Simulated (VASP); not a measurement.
The system is Si3N4.

```
Si N
1.0
     4.13078    0.00000    0.00000
     0.00000    4.13078    0.00000
     0.00000    0.00000    4.13078
Si N
3 4
Direct
  0.00000 0.00000 0.50000
  0.50000 0.00000 0.00000
  0.00000 0.50000 0.00000
  0.23952 0.23952 0.76048
  0.76048 0.76048 0.76048
  0.23952 0.76048 0.23952
  0.76048 0.23952 0.23952
```

Base run:

```yaml
Program: VASP 6.6.1
Functional: PBE
Potentials_or_basis: VASP PAW PBE potentials, release 64 (Si, N)
Cutoff: 520 eV
k_mesh: 9 × 9 × 9
Occupations: fermi-dirac, width 0.05 eV
Spin: no spin polarisation
```

Its results: band gap on the k mesh 2.73 eV, indirect (least direct gap 2.92 eV); pressure -0.2 GPa; largest force 0.016 eV/Å.

Task: The run is repeated on the same cell with these changes: functional from PBE to PBEsol; k mesh from 9 × 9 × 9 to 7 × 7 × 7. What comes out?

Result: Band gap on the k mesh 2.61 eV, indirect (least direct gap 2.79 eV); pressure -3.9 GPa; largest force 0.051 eV/Å.

Several settings changed at once, so the effect can't be laid on one alone.

Caveats: the PAW data sets were made with another functional, which shifts forces and pressure a little (some runs).

A k mesh can miss the band edges.
